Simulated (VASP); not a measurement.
# ScAl3P2 (P4/mmm) in VASP: notebook, part 2 of 2

VASP 6.6.1. Earlier steps stand in the parts before.

## Step 3: Single point, PBE

This run uses another cell than the first one, of 20.83 Å³/atom.

The input, INCAR:

```
SYSTEM = ScAl3P2
PREC = Accurate
ENCUT = 520
EDIFF = 1E-6
ISMEAR = 0
SIGMA = 0.1
LREAL = .False.
LASPH = .True.
NELM = 60
ALGO = Normal
ISIF = 2
LWAVE = .False.
LCHARG = .False.
GGA = PE
NBANDS = 24
```

The input, KPOINTS:

```
Automatic mesh
0
Gamma
  4 4 4
  0 0 0
```

The input, POSCAR:

```
ScAl3P2
1.0
    4.8932986009      0.0000000000      0.0000000000
    0.0000000000      4.8932986009      0.0000000000
    0.0000000000      0.0000000000      5.2199884397
Sc Al P
1 3 2
Direct
    0.0000000000      0.0000000000      0.0000000000
    0.5000000000      0.0000000000      0.5000000000
    0.0000000000      0.5000000000      0.5000000000
    0.0000000000      0.0000000000      0.5000000000
    0.5000000000      0.5000000000      0.2096752308
    0.5000000000      0.5000000000      0.7903247692
```

Potentials or basis: VASP PAW PBE potentials, release 64 (Sc_sv, Al, P).

The run is started by

```console
> cat potpaw_PBE.64/Sc_sv/POTCAR potpaw_PBE.64/Al/POTCAR potpaw_PBE.64/P/POTCAR > POTCAR
> mpirun -np 1 vasp_std > vasp.out
```

OUTCAR:

```text
SYSTEM = ScAl3P2
   PREC = Accurate
   ENCUT = 520
   EDIFF = 1E-6
   ISMEAR = 0
   LREAL = .False.
   LASPH = .True.
   NELM = 60
   ISIF = 2
   GGA = PE

 ion  position               nearest neighbor table
   1  0.000  0.000  0.000-   4 2.61   4 2.61
   2  0.500  0.000  0.500-   4 2.45   4 2.45   6 2.88   5 2.88   6 2.88   5 2.88
   3  0.000  0.500  0.500-   4 2.45   4 2.45   6 2.88   5 2.88   5 2.88   6 2.88
   4  0.000  0.000  0.500-   2 2.45   3 2.45   3 2.45   2 2.45   1 2.61   1 2.61
   5  0.500  0.500  0.210-   6 2.19   3 2.88   2 2.88   2 2.88   3 2.88
   6  0.500  0.500  0.790-   5 2.19   3 2.88   2 2.88   2 2.88   3 2.88

  LATTYP: Found a simple tetragonal cell.
 ALAT       =     4.8932986009
 C/A-ratio  =     1.0667627025

  Lattice vectors:

 A1 = (   4.8932986009,   0.0000000000,   0.0000000000)
 A2 = (   0.0000000000,   4.8932986009,   0.0000000000)
 A3 = (   0.0000000000,   0.0000000000,   5.2199884397)

Analysis of symmetry for initial positions (statically):
=====================================================================
 Subroutine PRICEL returns:
 Original cell was already a primitive cell.

 Routine SETGRP: Setting up the symmetry group for a
 simple tetragonal supercell.

 Subroutine GETGRP returns: Found 16 space group operations
 (whereof 16 operations were pure point group operations)
 out of a pool of 16 trial point group operations.

The static configuration has the point symmetry D_4h.

Analysis of symmetry for dynamics (positions and initial velocities):
=====================================================================
 Subroutine PRICEL returns:
 Original cell was already a primitive cell.

 Routine SETGRP: Setting up the symmetry group for a
 simple tetragonal supercell.

 Subroutine GETGRP returns: Found 16 space group operations
[... 123 lines left out ...]
     AMIX     =   0.40;   BMIX     =  1.00
     AMIX_MAG =   1.60;   BMIX_MAG =  1.00
  volume/ion in A,a.u.               =      20.83       140.58
  Fermi-wavevector in a.u.,A,eV,Ry     =   1.017398  1.922604 14.083376  1.035099
  Thomas-Fermi vector in A             =   2.150797
   LORBIT       =      0    0 simple, 1 ext, 2 COOP (PROOUT), +10 PAW based schemes
   GGA     = PE    functional components
   LHFCALC =     F    Hartree Fock is set to
   AEXX    =    0.0000 exact exchange contribution
   IVDW    =     0    specifies the selected vdW correction
   LEPSILON=     F    determine dielectric tensor
   LRPA    =     F    only Hartree local field effects (RPA)
 non-spin polarized calculation
 Gauss-broadening in eV      SIGMA  =   0.10
  energy-cutoff  :      520.00
  volume of cell :      124.99
 maximum number of plane-waves:      3384
   NGX = 19   NGY = 19   NGZ = 19

 number of electron      29.9999996 magnetization

 Free energy of the ion-electron system (eV)
  ---------------------------------------------------
  ext. energy  EPLUGINS =         0.00000000
  ---------------------------------------------------
  free energy    TOTEN  =       -26.27705680 eV

  energy without entropy =      -26.25999797  energy(sigma->0) =      -26.26852738

 E-fermi :   5.6114     XC(G=0):  -9.5363

 val. band max:        5.6048257984   @ k =   0.0000   0.0000   0.2500
 cond. band min:       5.6328774678   @ k =   0.5000   0.0000   0.2500
 fundamental gap:      0.0280516693
 Fermi energy:         5.6113949270

 k-point     1 :       0.0000    0.0000    0.0000
  band No.  band energies     occupation
      1     -45.0752      2.00000
      2     -23.7680      2.00000
      3     -23.7680      2.00000
      4     -23.5502      2.00000
      5      -7.0402      2.00000
      6      -2.3991      2.00000
[... 475 lines left out ...]
     23       8.9385      0.00000
     24       9.5161      0.00000

------------------------ aborting loop because EDIFF is reached ----------------------------------------

  FORCE on cell =-STRESS in cart. coord.  units (eV):
  Direction    XX          YY          ZZ          XY          YZ          ZX
  --------------------------------------------------------------------------------------
  -------------------------------------------------------------------------------------
  Total        0.0555323      0.0555323     -0.0804135      0.0000000      0.0000000      0.0000000
  in kB        0.7118416      0.7118416     -1.0307813      0.0000000      0.0000000      0.0000000
  external PRESSURE =       0.1309673 kB  Pullay stress =       0.0000000 kB

 VOLUME and BASIS-vectors are now :
 -----------------------------------------------------------------------------
  energy-cutoff  :      520.00
  volume of cell :      124.99
      direct lattice vectors                 reciprocal lattice vectors
     4.893298601  0.000000000  0.000000000     0.204361124  0.000000000  0.000000000
     0.000000000  4.893298601  0.000000000     0.000000000  0.204361124  0.000000000
     0.000000000  0.000000000  5.219988440     0.000000000  0.000000000  0.191571305

 POSITION                                       TOTAL-FORCE (eV/Angst)
 -----------------------------------------------------------------------------------
      0.00000      0.00000      0.00000         0.000000     -0.000000      0.000000
      2.44665      0.00000      2.60999         0.000000     -0.000000      0.000000
      0.00000      2.44665      2.60999         0.000000     -0.000000      0.000000
      0.00000      0.00000      2.60999         0.000000     -0.000000      0.000000
      2.44665      2.44665      1.09450         0.000000      0.000000     -0.040708
      2.44665      2.44665      4.12549         0.000000     -0.000000      0.040708
 -----------------------------------------------------------------------------------
    total drift:                               -0.000000      0.000000     -0.000000

  FREE ENERGIE OF THE ION-ELECTRON SYSTEM (eV)
  ---------------------------------------------------
  free  energy   TOTEN  =       -26.2770567957 eV

  energy  without entropy=      -26.2599979718  energy(sigma->0) =      -26.26852738
```

stdout:

```text
POSCAR found type information on POSCAR ScAlP
 POSCAR found :  3 types and       6 ions
 scaLAPACK will be used
 LDA part: xc-table for (Slater+PW92), standard interpolation
 POSCAR, INCAR and KPOINTS ok, starting setup
 FFT: planning ... GRIDC
 FFT: planning ... GRID_SOFT
 FFT: planning ... GRID
 WAVECAR not read
 entering main loop
```

Run time: 29 s. Hardware: 1 thread of AMD EPYC 9R45 (Zen 5), shared host; peak memory 0.2 GiB.

Results:

```yaml
Free_energy: -26.2771 eV
Pressure: 0.0 GPa
Largest_force: 0.041 eV/Å
Band_gap_on_the_k_mesh: zero (bands 15 and 16 overlap by 1.45 eV)
```

Forces on the atoms (eV/Å):
```
Sc   0.000  0.000  0.000
Al   0.000  0.000  0.000
Al   0.000  0.000  0.000
Al   0.000  0.000  0.000
P    0.000  0.000 -0.041
P    0.000  0.000  0.041
```

## Step 4: Single point, PBE

This run uses another cell than the first one, of 20.78 Å³/atom.

The input, INCAR:

```
SYSTEM = ScAl3P2
  ALGO = Normal
  EDIFF = 1E-6
  ENCUT = 520
  GGA = PE
  ISIF = 2
  ISMEAR = 0
  LASPH = .TRUE.
  LCHARG = .FALSE.
  LREAL = .FALSE.
  LWAVE = .FALSE.
  NBANDS = 24
  NELM = 60
  PREC = Accurate
  SIGMA = 0.1
```

The input, KPOINTS:

```
k-points
0
G
  8 8 8
  0 0 0
```

The input, POSCAR:

```
ScAl3P2
1.0
    4.8839283264      0.0000000000      0.0000000000
    0.0000000000      4.8839283264      0.0000000000
    0.0000000000      0.0000000000      5.2266232507
Sc Al P
1 3 2
Direct
    0.0000000000      0.0000000000      0.0000000000
    0.5000000000      0.0000000000      0.5000000000
    0.0000000000      0.5000000000      0.5000000000
    0.0000000000      0.0000000000      0.5000000000
    0.5000000000      0.5000000000      0.2102325815
    0.5000000000      0.5000000000      0.7897674185
```

The run is started by

```console
> cat potpaw_PBE.64/Sc_sv/POTCAR potpaw_PBE.64/Al/POTCAR potpaw_PBE.64/P/POTCAR > POTCAR
> mpirun -np 1 vasp_std > vasp.out
```

Run time: 1.8 min. Hardware: 1 thread of AMD EPYC 9R45 (Zen 5), shared host; peak memory 0.32 GiB.

Results (log left out):

```yaml
Free_energy: -26.2852 eV
Pressure: 0.0 GPa
Largest_force: 0.036 eV/Å
Band_gap_on_the_k_mesh: zero (bands 15 and 16 overlap by 1.68 eV)
```

Forces in eV/Å, atoms in the order of the input:
```
Sc   0.000  0.000  0.000
Al   0.000  0.000  0.000
Al   0.000  0.000  0.000
Al   0.000  0.000  0.000
P    0.000  0.000 -0.036
P    0.000  0.000  0.036
```

Stress tensor (GPa, compression positive):
```
 0.01  0.00  0.00
 0.00  0.01  0.00
 0.00  0.00 -0.07
```

Levels at points of the mesh, in eV from the Fermi level:
```tsv
k point	band 12	band 13	band 14	band 15	band 16	band 17	band 18	band 19
(0.00, 0.00, 0.00)	-0.97	-0.97	-0.72	-0.72	-0.58	-0.23	0.55	0.99
(0.50, 0.00, 0.00)	-2.65	-2.20	-0.30	-0.24	-0.20	0.23	0.72	1.08
(0.50, 0.50, 0.00)	-2.42	-1.18	-1.18	-0.18	0.71	0.81	0.95	1.54
(0.00, 0.00, 0.50)	-3.01	-2.63	-1.37	-0.77	-0.07	-0.07	0.15	0.68
(0.50, 0.00, 0.50)	-2.51	-2.34	-1.91	-1.29	0.22	0.48	0.84	1.57
(0.50, 0.50, 0.50)	-2.40	-1.98	0.62	0.86	0.92	0.95	0.95	1.06
```

## Step 5: Relaxation of cell and atoms, PBE

The input, INCAR:

```
SYSTEM = ScAl3P2
PREC = Accurate ; ENCUT = 600
EDIFF = 1E-7 ; ISMEAR = 0
SIGMA = 0.1 ; LREAL = .FALSE.
LASPH = .TRUE. ; NELM = 80
ALGO = Normal ; ISIF = 3
LWAVE = .FALSE. ; LCHARG = .FALSE.
GGA = PE ; IBRION = 2
NSW = 90 ; EDIFFG = -0.04
```

The input, KPOINTS:

```
regular mesh
0
G
  4 4 4
  0 0 0
```

The input, POSCAR:

```
ScAl3P2
1.0
    4.5813276600      0.0000000000      0.0000000000
    0.0000000000      4.5813276600      0.0000000000
    0.0000000000      0.0000000000      5.8768137200
Sc Al P
1 3 2
Direct
    0.0000000000      0.0000000000      0.0000000000
    0.5000000000      0.0000000000      0.5000000000
    0.0000000000      0.5000000000      0.5000000000
    0.0000000000      0.0000000000      0.5000000000
    0.5000000000      0.5000000000      0.1545935000
    0.5000000000      0.5000000000      0.8454065000
```

The run is started by

```console
> cat potpaw_PBE.64/Sc_sv/POTCAR potpaw_PBE.64/Al/POTCAR potpaw_PBE.64/P/POTCAR > POTCAR
> mpirun -np 1 vasp_std > vasp.out
```

Run time: 8.3 min. Hardware: 1 thread of AMD EPYC 9R45 (Zen 5), shared host; peak memory 0.28 GiB.

The run converged. Its results:

| Item | Value |
| --- | --- |
| Free energy | -26.2768 eV |
| Relaxed volume | 20.85 Å³/atom |
| Relaxed cell | a = 4.893 Å, b = 4.893 Å, c = 5.225 Å, α = 90.00°, β = 90.00°, γ = 90.00° |
| Space group after relaxing (to 0.1 Å) | P4/mmm (No. 123) |
| Energy gained by relaxing | 296.5 meV/atom |
| Ionic steps | 20 |
| Pressure after relaxing | 0.0 GPa |
| Largest force after relaxing | 0.032 eV/Å |
| Band gap on the k mesh | zero (bands 15 and 16 overlap by 1.45 eV) |

Forces in eV/Å, atoms in the order of the input:
```
Sc   0.000  0.000  0.000
Al   0.000  0.000  0.000
Al   0.000  0.000  0.000
Al   0.000  0.000  0.000
P    0.000  0.000  0.032
P    0.000  0.000 -0.032
```

Stress tensor (GPa, compression positive):
```
 0.06  0.00  0.00
 0.00  0.06  0.00
 0.00  0.00 -0.04
```

The path:
```tsv
step	energy change (eV)	largest force (eV/Å)	pressure (GPa)	volume (Å³)
1	0.0000	8.9302	9.27	123.35
2	-0.0791	0.7730	-5.35	145.68
3	-0.4027	1.0057	-4.77	141.66
4	-0.6872	1.0914	-4.03	138.27
5	-1.1502	0.0465	-0.87	130.68
6	-1.1500	0.8044	0.69	128.64
7	-1.1617	0.2990	-0.19	129.72
8	-1.3880	0.3479	-0.61	129.97
9	-1.6654	0.8491	-0.91	129.77
10	-0.3476	2.8035	3.40	126.30
11	-1.6555	1.4718	-0.47	129.61
12	-1.6614	1.6063	-0.36	129.40
13	-1.7301	0.2620	-1.36	129.12
14	-1.7312	0.4001	-1.27	129.16
15	-1.7694	0.1702	-0.79	127.31
16	-1.7772	0.0192	-0.39	126.09
17	-1.7772	0.0117	-0.37	126.03
18	-1.7785	0.0530	-0.08	125.40
19	-1.7786	0.0686	0.03	125.17
20	-1.7788	0.0318	0.03	125.12
```

Final structure:
```yaml
crystal:
  lattice:
    - [4.89345, 0.00000, 0.00000]
    - [0.00000, 4.89345, 0.00000]
    - [0.00000, 0.00000, 5.22530]
  atoms:
    - { symbol: Sc, position: [0.00000, 0.00000, 0.00000] }
    - { symbol: Al, position: [0.50000, 0.00000, 0.50000] }
    - { symbol: Al, position: [0.00000, 0.50000, 0.50000] }
    - { symbol: Al, position: [0.00000, 0.00000, 0.50000] }
    - { symbol: P, position: [0.50000, 0.50000, 0.20876] }
    - { symbol: P, position: [0.50000, 0.50000, 0.79124] }
```

Levels at points of the mesh, in eV from the Fermi level:
```
           k point  band 11  band 12  band 13  band 14  band 15  band 16  band 17  band 18  band 19
(0.00, 0.00, 0.00)    -3.10    -0.89    -0.89    -0.71    -0.71    -0.54    -0.19     0.62     1.05
(0.50, 0.00, 0.00)    -3.13    -2.56    -2.17    -0.27    -0.15    -0.14     0.29     0.78     1.15
(0.50, 0.50, 0.00)    -2.33    -2.33    -1.17    -1.17    -0.15     0.75     0.87     1.00     1.60
(0.00, 0.00, 0.50)    -2.96    -2.96    -2.58    -1.32    -0.70    -0.01    -0.01     0.20     0.80
(0.50, 0.00, 0.50)    -2.69    -2.48    -2.29    -1.86    -1.27     0.28     0.60     0.90     1.63
(0.50, 0.50, 0.50)    -4.21    -2.37    -1.93     0.75     0.91     0.98     1.01     1.01     1.12
```

## Step 6: Summary

```csv
task,cell,k mesh,cutoff (eV),gap on the mesh (eV),pressure (GPa),largest force (eV/Å)
single point,"a = 4.581, b = 4.581, c = 5.877 Å, 6 atoms, atomic positions A",4 × 4 × 4,520,none,9.3,8.93
single point,"a = 4.893, b = 4.893, c = 5.220 Å, 6 atoms, atomic positions B",4 × 4 × 4,520,none,0.0,0.04
single point,"a = 4.884, b = 4.884, c = 5.227 Å, 6 atoms, atomic positions B",8 × 8 × 8,520,none,0.0,0.04
relaxation of cell and atoms,"relaxed from a = 4.581, b = 4.581, c = 5.877 Å, 6 atoms, atomic positions A",4 × 4 × 4,600,none,0.0,0.03
```

Alike in all rows: level PBE; potentials or basis VASP PAW PBE potentials, release 64 (Sc_sv, Al, P); no spin polarisation; smearing gaussian 0.1 eV.

Caveats: the cell stands under pressure (at least some runs); forces of over 1 eV/Å act on the atoms, so gaps and moduli don't describe the material at rest (at least some runs).

Absolute energies hang on the potentials; compare differences alone.
